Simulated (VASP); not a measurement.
# Co14NiW5 in VASP: single point with PBE

Aim: the single point of Co14NiW5 with PBE.

Everything below comes from runs of VASP 6.6.1. Logs are shortened: lines on timing, memory, paths and dates and some standing lists are left out, and cuts for length are marked.

### 1 The cell of the first run

The cell holds a disordered packing, 20 atoms: a = 6.412 Å, b = 6.156 Å, c = 6.644 Å, α = 89.00°, β = 94.63°, γ = 91.19°.

### 2 Single point, PBE

Contents of INCAR:

```
ALGO = Normal ; EDIFF = 1E-6
ENCUT = 510 ; GGA = PE
GGA_COMPAT = False ; ISIF = 2
ISMEAR = -1 ; ISYM = 0
LASPH = True ; LCHARG = False
LREAL = Auto ; LWAVE = False
NBANDS = 179 ; NELM = 120
PREC = Accurate ; SIGMA = 0.2809
```

Contents of KPOINTS:

```
Automatic mesh
0
Gamma
  1 1 1
  0.25 0.25 0.25
```

Contents of POSCAR:

```
Co14NiW5
1.0
    6.4067140000     -0.0639040000     -0.2633820000
   -0.0639040000      6.1558140000      0.0545630000
   -0.2633820000      0.0545630000      6.6380590000
Co W Ni
14 5 1
Direct
    0.7606318146      1.0235723590      0.5531286405
    0.5227186522      0.2683215274      0.6255594077
    0.2518914093      0.4622198057      0.8332517930
    0.3253719412      0.3900819642      0.1459331817
    0.5537091078      0.6328767173      0.5474198647
    0.5712923264      0.0335090745      0.2096885189
    0.3193517811      0.7686520298      0.1053814903
    0.9268759222      0.1737581695      0.9270037623
   -0.0314629091      0.5811109694      0.0748374002
    0.6092502033      0.3763925551      1.0113440435
    0.3518974311      0.9717204423      0.4328821824
    0.6699489676      0.7067420175      0.2155492342
    0.8545542640      0.5233749706      0.6788201645
    0.1960470415      0.1283192133      0.7804186104
    0.1597085611      0.6181507670      0.3983444859
    0.0657880161      0.8404159184      0.7532218026
    0.6416335646      0.9234055728      0.8670160891
    1.0128087063      0.9713371533      0.2237904956
    0.7690371658      0.3722974260      0.3538999702
    0.0501983776      0.2242578664      0.4789722669
```

Potentials or basis: VASP PAW PBE potentials, release 64 (Co_sv, W_sv, Ni_sv_GW).

Command:

```sh
cat potpaw_PBE.64/Co_sv/POTCAR potpaw_PBE.64/W_sv/POTCAR potpaw_PBE.64/Ni_sv_GW/POTCAR > POTCAR
mpirun -np 1 vasp_std > vasp.out
```

OUTCAR:

```text
EDIFF = 1E-6
   ENCUT = 510
   GGA = PE
   ISIF = 2
   ISMEAR = -1
   ISYM = 0
   LASPH = True
   LREAL = Auto
   NELM = 120
   PREC = Accurate

 ion  position               nearest neighbor table
   1  0.761  0.024  0.553-   2 2.25  20 2.29  17 2.35   6 2.50  19 2.50  16 2.55  18 2.85
   2  0.523  0.268  0.626-   1 2.25   5 2.30  11 2.44  14 2.54  19 2.56  17 2.72
   3  0.252  0.462  0.833-  14 2.11   4 2.13  16 2.66
   4  0.325  0.390  0.146-  10 2.10   3 2.13   7 2.34  15 2.52
   5  0.554  0.633  0.547-  13 2.17   2 2.30  12 2.42  19 2.57  15 2.64  17 2.81
   6  0.571  0.034  0.210-  12 2.12  11 2.15   7 2.34  17 2.47  10 2.49   1 2.50  19 2.58  18 2.86

   7  0.319  0.769  0.105-   4 2.34  12 2.34   6 2.34  15 2.43   9 2.50  11 2.52  18 2.53  16 2.77
                            17 2.84
   8  0.927  0.174  0.927-  14 2.08  18 2.35  17 2.38  10 2.52  16 2.58
   9  0.969  0.581  0.075-  12 2.35  15 2.40   7 2.50  18 2.62  19 2.64  16 2.75
  10  0.609  0.376  0.011-   4 2.10  19 2.42  12 2.47   6 2.49   8 2.52  17 2.98
  11  0.352  0.972  0.433-   6 2.15   2 2.44  18 2.48  15 2.48   7 2.52  20 2.55  16 3.01
  12  0.670  0.707  0.216-   6 2.12  19 2.32   7 2.34   9 2.35   5 2.42  10 2.47  17 2.65  18 2.71

  13  0.855  0.523  0.679-   5 2.17  19 2.38  16 2.39  15 2.85
  14  0.196  0.128  0.780-  16 1.95   8 2.08   3 2.11  20 2.22   2 2.54
  15  0.160  0.618  0.398-   9 2.40   7 2.43  11 2.48   4 2.52  20 2.57  18 2.60   5 2.64  13 2.85
                            16 2.86  19 2.90
  16  0.066  0.840  0.753-  14 1.95  13 2.39   1 2.55   8 2.58   3 2.66   9 2.75   7 2.77  15 2.86
                            17 2.94  20 2.96  11 3.01  18 3.29
  17  0.642  0.923  0.867-   1 2.35   8 2.38   6 2.47  12 2.65   2 2.72   5 2.81   7 2.84  16 2.94
                            10 2.98  18 3.23
  18  0.013  0.971  0.224-  20 2.32   8 2.35  11 2.48   7 2.53  15 2.60   9 2.62  12 2.71   1 2.85
                             6 2.86  19 3.12  17 3.23  16 3.29
  19  0.769  0.372  0.354-  20 2.14  12 2.32  13 2.38  10 2.42   1 2.50   2 2.56   5 2.57   6 2.58
                             9 2.64  15 2.90  18 3.12
  20  0.050  0.224  0.479-  19 2.14  14 2.22   1 2.29  18 2.32  11 2.55  15 2.57  16 2.96

IMPORTANT INFORMATION: All symmetrisations will be switched off!
NOSYMM: (Re-)initialisation of all symmetry stuff for point group C_1.

----------------------------------------------------------------------------------------

                                     Primitive cell

  volume of cell :     261.3240

  direct lattice vectors                    reciprocal lattice vectors
     6.406714000 -0.063904000 -0.263382000     0.156356410  0.001568274  0.006190950
    -0.063904000  6.155814000  0.054563000     0.001568274  0.162475619 -0.001273279
    -0.263382000  0.054563000  6.638059000     0.006190950 -0.001273279  0.150902554

  length of vectors
     6.412444002  6.156387483  6.643506189     0.156486787  0.162488177  0.151034864

  position of ions in fractional coordinates (direct lattice)
     0.760631815  0.023572359  0.553128640
     0.522718652  0.268321527  0.625559408
     0.251891409  0.462219806  0.833251793
     0.325371941  0.390081964  0.145933182
     0.553709108  0.632876717  0.547419865
     0.571292326  0.033509075  0.209688519
[... 12 lines left out ...]
     0.769037166  0.372297426  0.353899970
     0.050198378  0.224257866  0.478972267

  ion indices of the primitive-cell ions
   primitive index   ion index
                 1           1
                 2           2
                 3           3
                 4           4
                 5           5
                 6           6
[... 12 lines left out ...]
                19          19
                20          20

----------------------------------------------------------------------------------------

 KPOINTS: Automatic mesh

Automatic generation of k-mesh.
 Grid dimensions read from file:
 generate k-points for:    1    1    1

 Generating k-lattice:

  Cartesian coordinates                     Fractional coordinates (reciprocal lattice)
     0.156356410  0.001568274  0.006190950     1.000000000 -0.000000000 -0.000000000
     0.001568274  0.162475619 -0.001273279    -0.000000000  1.000000000  0.000000000
     0.006190950 -0.001273279  0.150902554    -0.000000000  0.000000000  1.000000000

  Length of vectors
     0.156486787  0.162488177  0.151034864

  Shift w.r.t. Gamma in fractional coordinates (k-lattice)
     0.250000000  0.250000000  0.250000000

 Subroutine IBZKPT returns following result:
 ===========================================

 Found      1 irreducible k-points:

 Following reciprocal coordinates:
            Coordinates               Weight
  0.250000  0.250000  0.250000      2.000000
   k-points           NKPTS =      1   k-points in BZ     NKDIM =      1   number of bands    NBANDS=    179
   number of dos      NEDOS =    301   number of ions     NIONS =     20
   total plane-waves  NPLWV = 115200
   dimension x,y,z NGX =    48 NGY =   48 NGZ =   50
   dimension x,y,z NGXF=    96 NGYF=   96 NGZF=  100
   ions per type =              14   5   1
   NGX,Y,Z   is equivalent  to a cutoff of  12.44, 12.96, 12.51 a.u.
   NGXF,Y,Z  is equivalent  to a cutoff of  24.89, 25.92, 25.02 a.u.
 SYSTEM =  unknown system
   PREC   = accura    normal or accurate (medium, high low for compatibility)
   ISTART =      0    job   : 0-new  1-cont  2-samecut
   ICHARG =      2    charge: 1-file 2-atom 10-const
   ISPIN  =      1    spin polarized calculation?
   LNONCOLLINEAR =      F non collinear calculations
   LSORBIT =      F    spin-orbit coupling
   LASPH  =      T    aspherical Exc in radial PAW
   ENCUT  =  510.0 eV  37.48 Ry    6.12 a.u.  11.81 11.34 12.23*2*pi/ulx,y,z
   NELM   =    120;   NELMIN=  2; NELMDL= -5     # of ELM steps
   EDIFF  = 0.1E-05   stopping-criterion for ELM
   LREAL  =      T    real-space projection
   EDIFFG = 0.1E-04   stopping-criterion for IOM
   NSW    =      0    number of steps for IOM
   IBRION =     -1    ionic relax: 0-MD 1-quasi-New 2-CG
   NFREE  =      0    steps in history (QN), initial steepest desc. (CG)
   ISIF   =      2    stress and relaxation
   ISYM   =      0    0-nonsym 1-usesym 2-fastsym
   POTIM  = 0.5000    time-step for ionic-motion
   TEBEG  =    0.0;   TEEND  =   0.0 temperature during run
   PSTRESS=    0.0 pullay stress
   NELECT =     326.0000    total number of electrons
   NUPDOWN=      -1.0000    fix difference up-down
   EMIN   =  10.00;   EMAX   =-10.00  energy-range for DOS
   EFERMI =   0.00;   METHOD = LEGACY
   ISMEAR =    -1;   SIGMA  =   0.28  broadening in eV -4-tet -1-fermi 0-gaus
   EFERMI_NEDOS =   21; number of points for ismear=-14 and -15
   IALGO  =     38    algorithm
   IMIX   =      4    mixing-type and parameters
     AMIX     =   0.40;   BMIX     =  1.00
     AMIX_MAG =   1.60;   BMIX_MAG =  1.00
  volume/ion in A,a.u.               =      13.07        88.18
  Fermi-wavevector in a.u.,A,eV,Ry     =   1.762332  3.330324 42.257143  3.105812
  Thomas-Fermi vector in A             =   2.830725
   LORBIT       =      0    0 simple, 1 ext, 2 COOP (PROOUT), +10 PAW based schemes
   GGA     = PE    functional components
   LHFCALC =     F    Hartree Fock is set to
   AEXX    =    0.0000 exact exchange contribution
   IVDW    =     0    specifies the selected vdW correction
   LEPSILON=     F    determine dielectric tensor
   LRPA    =     F    only Hartree local field effects (RPA)
 non-spin polarized calculation
  energy-cutoff  :      510.00
  volume of cell :      261.32
 maximum number of plane-waves:      6822
 NGX is ok and might be reduce to    48
   NGX = 23   NGY = 23   NGZ = 25

 number of electron     326.0000006 magnetization

 Free energy of the ion-electron system (eV)
  ---------------------------------------------------
  ext. energy  EPLUGINS =         0.00000000
  ---------------------------------------------------
  free energy    TOTEN  =      -160.28878952 eV

  energy without entropy =     -152.38487252  energy(sigma->0) =     -156.33683102

 E-fermi :  10.4959     XC(G=0): -13.2208

 val. band max:       10.4755076517   @ k =   0.2500   0.2500   0.2500
 cond. band min:      10.5205786980   @ k =   0.2500   0.2500   0.2500
 fundamental gap:      0.0450710463
 Fermi energy:        10.4958645522

 k-point     1 :       0.2500    0.2500    0.2500
  band No.  band energies     occupation
      1     -93.4659      2.00000
      2     -84.9532      2.00000
      3     -84.6050      2.00000
      4     -84.5900      2.00000
      5     -84.5394      2.00000
      6     -84.5001      2.00000
[... 167 lines left out ...]
    174      11.2837      0.11415
    175      11.3834      0.08144
 [bands above 175 left out]

------------------------ aborting loop because EDIFF is reached ----------------------------------------

  FORCE on cell =-STRESS in cart. coord.  units (eV):
  Direction    XX          YY          ZZ          XY          YZ          ZX
  --------------------------------------------------------------------------------------
  -------------------------------------------------------------------------------------
  Total        5.8588924     19.3101998      1.5461552      0.9580888      0.9727603      1.4999802
  in kB       35.9208693    118.3908359      9.4794775      5.8740425      5.9639933      9.1963784
  external PRESSURE =      54.5970609 kB  Pullay stress =       0.0000000 kB

 VOLUME and BASIS-vectors are now :
 -----------------------------------------------------------------------------
  energy-cutoff  :      510.00
  volume of cell :      261.32
      direct lattice vectors                 reciprocal lattice vectors
     6.406714000 -0.063904000 -0.263382000     0.156356410  0.001568274  0.006190950
    -0.063904000  6.155814000  0.054563000     0.001568274  0.162475619 -0.001273279
    -0.263382000  0.054563000  6.638059000     0.006190950 -0.001273279  0.150902554

 POSITION                                       TOTAL-FORCE (eV/Angst)
 -----------------------------------------------------------------------------------
      4.72596      0.12668      3.47265        -0.408364     -1.732556     -0.705041
      3.16700      1.65247      4.02947        -1.144778      0.106367      0.640342
      1.36480      2.87471      5.49005         0.046935      3.352109     -1.745087
      2.02120      2.38844      0.90430        -1.656591     -1.675116      3.328910
      3.36283      3.89036      3.52250        -1.681688      1.648103      0.129264
      3.60274      0.18121      1.24329         0.551828      3.348800     -0.348004
[... 12 lines left out ...]
      4.81000      2.26196      2.16697        -3.388423      0.307681     -1.736318
      0.18112      1.40342      3.17846         4.788109      0.066322      1.588516
 -----------------------------------------------------------------------------------
    total drift:                               -0.001379      0.005790     -0.007100

  FREE ENERGIE OF THE ION-ELECTRON SYSTEM (eV)
  ---------------------------------------------------
  free  energy   TOTEN  =      -160.2887895238 eV

  energy  without entropy=     -152.3848725240  energy(sigma->0) =     -156.33683102
```

Run time: 6.9 min. Hardware: 1 thread of AMD EPYC 9R45 (Zen 5), shared host; peak memory 0.34 GiB.

Results:

```
Free energy   : -160.2888 eV
Pressure      : 5.5 GPa
Largest force : 8.107 eV/Å
```

Forces on the atoms (eV/Å):
```
Co  -0.408 -1.733 -0.705
Co  -1.145  0.106  0.640
Co   0.047  3.352 -1.745
Co  -1.657 -1.675  3.329
Co  -1.682  1.648  0.129
Co   0.552  3.349 -0.348
Co  -0.542  0.661 -1.655
Co  -2.525  2.178  1.237
Co  -0.199 -0.610 -1.490
Co   1.905  0.050 -2.916
Co  -0.441  0.154  1.677
Co   0.710 -0.426 -0.370
Co   1.249 -0.724  1.706
Co   7.297  3.489  0.549
W    0.050 -1.237  2.130
W   -2.351 -6.899 -0.529
W   -0.847 -1.470 -0.010
W   -1.414 -0.589 -1.481
W   -3.388  0.308 -1.736
Ni   4.788  0.066  1.589
```

Caveat: the k points lie up to 1.02 Å⁻¹ apart, too coarse for converged energies, forces and pressures; atoms lie so close that the PAW spheres overlap strongly, which falsifies energies and pressures; the atoms stand as in a frame of molecular dynamics; so wide a smearing shifts energies and pressures; spin-orbit coupling is left out, which moves the levels of the heavy elements; the run has no spin polarisation, though such a crystal can be magnetic.
